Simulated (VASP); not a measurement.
# Al7Si (Fm-3m) in VASP: further runs

Al7Si is run at these levels: PBE; tasks: single point, relaxation of cell and atoms.

Everything below comes from runs of VASP 6.6.1. Logs are shortened: lines on timing, memory, paths and dates and some standing lists are left out, and cuts for length are marked.

## Step 1: The cell of the first run

It takes space group Fm-3m (No. 225, cubic). Conventional cell: a = 8.037 Å, b = 8.037 Å, c = 8.037 Å, α = 90.00°, β = 90.00°, γ = 90.00°. Within 3.7 Å of Al (site symmetry mmm) lie 10 Al at 2.84 Å and 2 Si at 2.84 Å. Al (site symmetry m-3m) has 12 Al at 2.84 Å within 3.7 Å. Si (site symmetry m-3m) has 12 Al at 2.84 Å within 3.7 Å.

## Step 2: Single point, PBE

INCAR

```
SYSTEM = Al7Si
PREC = Accurate ; ENCUT = 520
EDIFF = 1E-7 ; ISMEAR = 0
SIGMA = 0.1 ; LREAL = .False.
LASPH = .True. ; NELM = 100
ALGO = Normal ; ISIF = 2
LWAVE = .False. ; LCHARG = .False.
GGA = PE ; NBANDS = 22
```

KPOINTS

```
regular mesh
0
Gamma
  8 8 8
  0 0 0
```

POSCAR

```
Al7Si
1.0
    0.0000000000      4.0186148666      4.0186148666
    4.0186148666      0.0000000000      4.0186148666
    4.0186148666      4.0186148666      0.0000000000
Al Si
7 1
Direct
    0.0000000000      0.0000000000      0.5000000000
    0.0000000000      0.5000000000      0.0000000000
    0.0000000000      0.5000000000      0.5000000000
    0.5000000000      0.0000000000      0.0000000000
    0.5000000000      0.0000000000      0.5000000000
    0.5000000000      0.5000000000      0.0000000000
    0.5000000000      0.5000000000      0.5000000000
    0.0000000000      0.0000000000      0.0000000000
```

Potentials or basis: VASP PAW PBE potentials, release 64 (Al, Si).

On the command line:

```console
$ cat potpaw_PBE.64/Al/POTCAR potpaw_PBE.64/Si/POTCAR > POTCAR
$ mpirun -np 1 vasp_std > vasp.out
```

OUTCAR:

```text
SYSTEM = Al7Si
   PREC = Accurate
   ENCUT = 520
   EDIFF = 1E-7
   ISMEAR = 0
   LREAL = .False.
   LASPH = .True.
   NELM = 100
   ISIF = 2
   GGA = PE

 ion  position               nearest neighbor table
   1  0.000  0.000  0.500-   3 2.84   5 2.84   8 2.84   2 2.84   4 2.84   8 2.84   2 2.84   3 2.84
                             7 2.84   4 2.84   5 2.84   7 2.84
   2  0.000  0.500  0.000-   3 2.84   6 2.84   8 2.84   1 2.84   3 2.84   7 2.84   1 2.84   4 2.84
                             8 2.84   4 2.84   6 2.84   7 2.84
   3  0.000  0.500  0.500-   1 2.84   2 2.84   7 2.84   2 2.84   6 2.84   8 2.84   1 2.84   5 2.84
                             8 2.84   5 2.84   6 2.84   7 2.84
   4  0.500  0.000  0.000-   5 2.84   6 2.84   8 2.84   1 2.84   5 2.84   7 2.84   2 2.84   6 2.84
                             7 2.84   1 2.84   2 2.84   8 2.84
   5  0.500  0.000  0.500-   1 2.84   4 2.84   7 2.84   4 2.84   6 2.84   8 2.84   3 2.84   6 2.84
                             7 2.84   1 2.84   3 2.84   8 2.84
   6  0.500  0.500  0.000-   2 2.84   4 2.84   7 2.84   3 2.84   5 2.84   7 2.84   4 2.84   5 2.84
                             8 2.84   2 2.84   3 2.84   8 2.84
   7  0.500  0.500  0.500-   3 2.84   5 2.84   6 2.84   2 2.84   4 2.84   6 2.84   1 2.84   4 2.84
                             5 2.84   1 2.84   2 2.84   3 2.84
   8  0.000  0.000  0.000-   1 2.84   2 2.84   4 2.84   1 2.84   3 2.84   5 2.84   2 2.84   3 2.84
                             6 2.84   4 2.84   5 2.84   6 2.84

  LATTYP: Found a face centered cubic cell.
 ALAT       =     8.0372297332

  Lattice vectors:

 A1 = (   0.0000000000,   4.0186148666,   4.0186148666)
 A2 = (   4.0186148666,   0.0000000000,   4.0186148666)
 A3 = (   4.0186148666,   4.0186148666,   0.0000000000)

Analysis of symmetry for initial positions (statically):
=====================================================================
 Subroutine PRICEL returns:
 Original cell was already a primitive cell.

 Routine SETGRP: Setting up the symmetry group for a
 face centered cubic supercell.

 Subroutine GETGRP returns: Found 48 space group operations
 (whereof 48 operations were pure point group operations)
 out of a pool of 48 trial point group operations.

The static configuration has the point symmetry O_h .

Analysis of symmetry for dynamics (positions and initial velocities):
=====================================================================
 Subroutine PRICEL returns:
 Original cell was already a primitive cell.

 Routine SETGRP: Setting up the symmetry group for a
 face centered cubic supercell.

 Subroutine GETGRP returns: Found 48 space group operations
 (whereof 48 operations were pure point group operations)
 out of a pool of 48 trial point group operations.

The dynamic configuration has the point symmetry O_h .

 Subroutine INISYM returns: Found 48 space group operations
 (whereof 48 operations are pure point group operations),
 and found     1 'primitive' translations

----------------------------------------------------------------------------------------

                                     Primitive cell

  volume of cell :     129.7954

  direct lattice vectors                    reciprocal lattice vectors
     0.000000000  4.018614867  4.018614867    -0.124420980  0.124420980  0.124420980
     4.018614867  0.000000000  4.018614867     0.124420980 -0.124420980  0.124420980
     4.018614867  4.018614867  0.000000000     0.124420980  0.124420980 -0.124420980

  length of vectors
     5.683179646  5.683179646  5.683179646     0.215503459  0.215503459  0.215503459

  position of ions in fractional coordinates (direct lattice)
     0.000000000  0.000000000  0.500000000
     0.000000000  0.500000000  0.000000000
     0.000000000  0.500000000  0.500000000
     0.500000000  0.000000000  0.000000000
     0.500000000  0.000000000  0.500000000
     0.500000000  0.500000000  0.000000000
     0.500000000  0.500000000  0.500000000
     0.000000000  0.000000000  0.000000000

  ion indices of the primitive-cell ions
   primitive index   ion index
                 1           1
                 2           2
                 3           3
                 4           4
                 5           5
                 6           6
                 7           7
                 8           8

----------------------------------------------------------------------------------------

 KPOINTS: regular mesh

Automatic generation of k-mesh.
 Grid dimensions read from file:
 generate k-points for:    8    8    8

 Generating k-lattice:

  Cartesian coordinates                     Fractional coordinates (reciprocal lattice)
    -0.015552623  0.015552623  0.015552623     0.125000000  0.000000000  0.000000000
     0.015552623 -0.015552623  0.015552623     0.000000000  0.125000000  0.000000000
     0.015552623  0.015552623 -0.015552623     0.000000000  0.000000000  0.125000000

  Length of vectors
     0.026937932  0.026937932  0.026937932

  Shift w.r.t. Gamma in fractional coordinates (k-lattice)
     0.000000000  0.000000000  0.000000000

 Subroutine IBZKPT returns following result:
 ===========================================

 Found     29 irreducible k-points:

 Following reciprocal coordinates:
            Coordinates               Weight
  0.000000  0.000000  0.000000      1.000000
  0.125000  0.000000  0.000000      8.000000
  0.250000  0.000000  0.000000      8.000000
  0.375000  0.000000  0.000000      8.000000
  0.500000  0.000000  0.000000      4.000000
  0.125000  0.125000  0.000000      6.000000
[... 16 lines left out ...]
  0.500000  0.250000  0.125000     48.000000
 -0.375000  0.250000  0.125000     24.000000
 [... further k-points ...]
   k-points           NKPTS =     29   k-points in BZ     NKDIM =     29   number of bands    NBANDS=     22
   number of dos      NEDOS =    301   number of ions     NIONS =      8
   total plane-waves  NPLWV =  74088
   dimension x,y,z NGX =    42 NGY =   42 NGZ =   42
   dimension x,y,z NGXF=    84 NGYF=   84 NGZF=   84
   ions per type =               7   1
   NGX,Y,Z   is equivalent  to a cutoff of  12.29, 12.29, 12.29 a.u.
   NGXF,Y,Z  is equivalent  to a cutoff of  24.57, 24.57, 24.57 a.u.
 SYSTEM =  Al7Si
   PREC   = accura    normal or accurate (medium, high low for compatibility)
   ISTART =      0    job   : 0-new  1-cont  2-samecut
   ICHARG =      2    charge: 1-file 2-atom 10-const
   ISPIN  =      1    spin polarized calculation?
   LNONCOLLINEAR =      F non collinear calculations
   LSORBIT =      F    spin-orbit coupling
   LASPH  =      T    aspherical Exc in radial PAW
   ENCUT  =  520.0 eV  38.22 Ry    6.18 a.u.  10.57 10.57 10.57*2*pi/ulx,y,z
   NELM   =    100;   NELMIN=  2; NELMDL= -5     # of ELM steps
   EDIFF  = 0.1E-06   stopping-criterion for ELM
   LREAL  =      F    real-space projection
   EDIFFG = 0.1E-05   stopping-criterion for IOM
   NSW    =      0    number of steps for IOM
   IBRION =     -1    ionic relax: 0-MD 1-quasi-New 2-CG
   NFREE  =      0    steps in history (QN), initial steepest desc. (CG)
   ISIF   =      2    stress and relaxation
   ISYM   =      2    0-nonsym 1-usesym 2-fastsym
   POTIM  = 0.5000    time-step for ionic-motion
   TEBEG  =    0.0;   TEEND  =   0.0 temperature during run
   PSTRESS=    0.0 pullay stress
   NELECT =      25.0000    total number of electrons
   NUPDOWN=      -1.0000    fix difference up-down
   EMIN   =  10.00;   EMAX   =-10.00  energy-range for DOS
   EFERMI =   0.00;   METHOD = LEGACY
   ISMEAR =     0;   SIGMA  =   0.10  broadening in eV -4-tet -1-fermi 0-gaus
   EFERMI_NEDOS =   21; number of points for ismear=-14 and -15
   IALGO  =     38    algorithm
   IMIX   =      4    mixing-type and parameters
     AMIX     =   0.40;   BMIX     =  1.00
     AMIX_MAG =   1.60;   BMIX_MAG =  1.00
  volume/ion in A,a.u.               =      16.22       109.49
  Fermi-wavevector in a.u.,A,eV,Ry     =   0.945442  1.786627 12.161724  0.893861
  Thomas-Fermi vector in A             =   2.073344
   LORBIT       =      0    0 simple, 1 ext, 2 COOP (PROOUT), +10 PAW based schemes
   GGA     = PE    functional components
   LHFCALC =     F    Hartree Fock is set to
   AEXX    =    0.0000 exact exchange contribution
   IVDW    =     0    specifies the selected vdW correction
   LEPSILON=     F    determine dielectric tensor
   LRPA    =     F    only Hartree local field effects (RPA)
 non-spin polarized calculation
 Gauss-broadening in eV      SIGMA  =   0.10
  energy-cutoff  :      520.00
  volume of cell :      129.80
 maximum number of plane-waves:      3523
   NGX = 21   NGY = 21   NGZ = 21

 number of electron      25.0000001 magnetization

 Free energy of the ion-electron system (eV)
  ---------------------------------------------------
  ext. energy  EPLUGINS =         0.00000000
  ---------------------------------------------------
  free energy    TOTEN  =       -31.21068911 eV

  energy without entropy =      -31.19199194  energy(sigma->0) =      -31.20134053

 E-fermi :   8.3082     XC(G=0): -10.3152

 val. band max:        8.2953626781   @ k =   0.5000   0.3750   0.0000
 cond. band min:       8.3474931090   @ k =  -0.2500   0.1250   0.0000
 fundamental gap:      0.0521304310
 Fermi energy:         8.3082103732

 k-point     1 :       0.0000    0.0000    0.0000
  band No.  band energies     occupation
      1      -3.4012      2.00000
      2       2.0688      2.00000
      3       3.2281      2.00000
      4       3.2281      2.00000
      5       3.2281      2.00000
      6       3.6001      2.00000
[... 14 lines left out ...]
     21      13.4158      0.00000
     22      13.9324      0.00000

 k-point     2 :       0.1250    0.0000    0.0000
  band No.  band energies     occupation
      1      -3.2978      2.00000
      2       1.4805      2.00000
      3       2.6153      2.00000
      4       3.0045      2.00000
      5       3.0045      2.00000
      6       3.7600      2.00000
[... 14 lines left out ...]
     21      14.0237      0.00000
     22      14.3896      0.00000

 k-point     3 :       0.2500    0.0000    0.0000
  band No.  band energies     occupation
      1      -2.9904      2.00000
      2       0.3477      2.00000
      3       2.2472      2.00000
      4       2.7888      2.00000
      5       2.7888      2.00000
      6       3.7332      2.00000
[... 14 lines left out ...]
     21      14.2979      0.00000
     22      14.7513      0.00000

 k-point     4 :       0.3750    0.0000    0.0000
  band No.  band energies     occupation
      1      -2.4965      2.00000
      2      -0.7113      2.00000
      3       2.0979      2.00000
      4       2.7356      2.00000
      5       2.7356      2.00000
      6       3.2910      2.00000
[... 14 lines left out ...]
     21      13.5637      0.00000
     22      14.0471      0.00000

 k-point     5 :       0.5000    0.0000    0.0000
  band No.  band energies     occupation
      1      -2.0394      2.00000
      2      -1.3620      2.00000
      3       2.0619      2.00000
      4       2.7771      2.00000
      5       2.7771      2.00000
      6       3.1259      2.00000
[... 417 lines left out ...]
 k-point    22 :       0.3750    0.2500    0.1250
  band No.  band energies     occupation
      1      -2.7202      2.00000
      2       0.3445      2.00000
      3       0.9942      2.00000
      4       1.8921      2.00000
      5       2.8625      2.00000
      6       3.1941      2.00000
[... 14 lines left out ...]
     21      13.0746      0.00000
     22      13.7377      0.00000

 k-point    23 :       0.5000    0.2500    0.1250
  band No.  band energies     occupation
      1      -2.2357      2.00000
      2      -0.4779      2.00000
      3       0.6852      2.00000
      4       1.3723      2.00000
      5       2.9324      2.00000
      6       3.4596      2.00000
[... 14 lines left out ...]
     21      12.7890      0.00000
     22      13.0075      0.00000

 k-point    24 :      -0.3750    0.2500    0.1250
  band No.  band energies     occupation
      1      -1.8020      2.00000
      2      -1.0799      2.00000
      3       0.6761      2.00000
      4       1.1523      2.00000
      5       3.0457      2.00000
      6       3.1616      2.00000
[... 14 lines left out ...]
     21      12.0896      0.00000
     22      12.3434      0.00000

 [... further k-points ...]
[... 5 lines left out ...]
  --------------------------------------------------------------------------------------
  -------------------------------------------------------------------------------------
  Total       -0.0470460     -0.0470460     -0.0470460     -0.0000000     -0.0000000     -0.0000000
  in kB       -0.5807300     -0.5807300     -0.5807300     -0.0000000     -0.0000000     -0.0000000
  external PRESSURE =      -0.5807300 kB  Pullay stress =       0.0000000 kB

 VOLUME and BASIS-vectors are now :
 -----------------------------------------------------------------------------
  energy-cutoff  :      520.00
  volume of cell :      129.80
      direct lattice vectors                 reciprocal lattice vectors
     0.000000000  4.018614867  4.018614867    -0.124420980  0.124420980  0.124420980
     4.018614867  0.000000000  4.018614867     0.124420980 -0.124420980  0.124420980
     4.018614867  4.018614867  0.000000000     0.124420980  0.124420980 -0.124420980

 POSITION                                       TOTAL-FORCE (eV/Angst)
 -----------------------------------------------------------------------------------
      2.00931      2.00931      0.00000         0.000000      0.000000      0.000000
      2.00931      0.00000      2.00931         0.000000      0.000000     -0.000000
      4.01861      2.00931      2.00931         0.000000      0.000000      0.000000
      0.00000      2.00931      2.00931         0.000000     -0.000000      0.000000
      2.00931      4.01861      2.00931         0.000000      0.000000     -0.000000
      2.00931      2.00931      4.01861        -0.000000      0.000000      0.000000
      4.01861      4.01861      4.01861         0.000000      0.000000      0.000000
      0.00000      0.00000      0.00000         0.000000      0.000000      0.000000
 -----------------------------------------------------------------------------------
    total drift:                                0.000000      0.000000     -0.000000

  FREE ENERGIE OF THE ION-ELECTRON SYSTEM (eV)
  ---------------------------------------------------
  free  energy   TOTEN  =       -31.2106891148 eV

  energy  without entropy=      -31.1919919384  energy(sigma->0) =      -31.20134053
```

Wall time 68 s (1 thread of Intel Xeon Platinum 8259CL at 2.50GHz (Skylake/Cascade Lake), shared host); peak memory 0.28 GiB.

What came out:

* Free energy: -31.2107 eV
* Pressure: -0.1 GPa

## Step 3: Relaxation of cell and atoms, PBE

This run uses another cell than the first one, of 16.48 Å³/atom, 1.016 times its volume.

INCAR

```
PREC = Accurate
ENCUT = 600
EDIFF = 1E-6
ISMEAR = 0
SIGMA = 0.1
LREAL = False
LASPH = True
NELM = 100
ALGO = Normal
ISIF = 3
LWAVE = False
LCHARG = False
GGA = PE
IBRION = 2
NSW = 100
EDIFFG = -0.01
```

KPOINTS

```
regular mesh
0
Gamma
  8 8 8
```

POSCAR: that of step 2 with these lines changed.

```diff
@@ -2,5 +2,5 @@
 1.0
-    0.0000000000      4.0186148666      4.0186148666
-    4.0186148666      0.0000000000      4.0186148666
-    4.0186148666      4.0186148666      0.0000000000
+    0.0000000000      4.0397224000      4.0397224000
+    4.0397224000      0.0000000000      4.0397224000
+    4.0397224000      4.0397224000      0.0000000000
 Al Si
```

Potentials or basis: VASP PAW PBE potentials, release 64 (Al, Si).

On the command line:

```console
$ cat potpaw_PBE.64/Al/POTCAR potpaw_PBE.64/Si/POTCAR > POTCAR
$ mpirun -np 1 vasp_std > vasp.out
```

Wall time 1.9 min (1 thread of Intel Xeon Platinum 8259CL at 2.50GHz (Skylake/Cascade Lake), shared host); peak memory 0.35 GiB.

The run converged. Its results:

| Property | Result |
| --- | --- |
| Free energy | -31.2113 eV |
| Relaxed volume | 16.21 Å³/atom |
| Relaxed cell | a = 5.682 Å, b = 5.682 Å, c = 5.682 Å, α = 60.00°, β = 60.00°, γ = 60.00° |
| Space group after relaxing (to 0.05 Å) | Fm-3m (No. 225) |
| Energy gained by relaxing | 1.0 meV/atom |
| Ionic steps | 3 |
| Pressure after relaxing | 0.0 GPa |

The path:
```
step  energy change (eV)  largest force (eV/Å)  pressure (GPa)  volume (Å³)
   1              0.0000                0.0000           -1.20       131.85
   2             -0.0082                0.0000            0.12       129.50
   3             -0.0082                0.0000            0.00       129.70
```

Final structure:
```yaml
crystal:
  lattice:
    - [0.00000, 4.01763, 4.01763]
    - [4.01763, 0.00000, 4.01763]
    - [4.01763, 4.01763, 0.00000]
  atoms:
    - { symbol: Al, position: [0.00000, 0.00000, 0.50000] }
    - { symbol: Al, position: [0.00000, 0.50000, 0.00000] }
    - { symbol: Al, position: [0.00000, 0.50000, 0.50000] }
    - { symbol: Al, position: [0.50000, 0.00000, 0.00000] }
    - { symbol: Al, position: [0.50000, 0.00000, 0.50000] }
    - { symbol: Al, position: [0.50000, 0.50000, 0.00000] }
    - { symbol: Al, position: [0.50000, 0.50000, 0.50000] }
    - { symbol: Si, position: [0.00000, 0.00000, 0.00000] }
```

Levels at points of the mesh, in eV from the Fermi level:
| k point | band 9 | band 10 | band 11 | band 12 | band 13 | band 14 | band 15 | band 16 |
| --- | --- | --- | --- | --- | --- | --- | --- | --- |
| (0.00, 0.00, 0.00) | -4.47 | -3.26 | -3.26 | -3.26 | -2.25 | -1.69 | -1.69 | 4.73 |
| (0.50, 0.00, 0.00) | -1.47 | -1.44 | -1.06 | -1.06 | -0.86 | -0.86 | 2.68 | 2.79 |
| (0.50, 0.50, 0.00) | -0.94 | -0.94 | -0.56 | -0.28 | 0.04 | 0.59 | 1.14 | 1.14 |
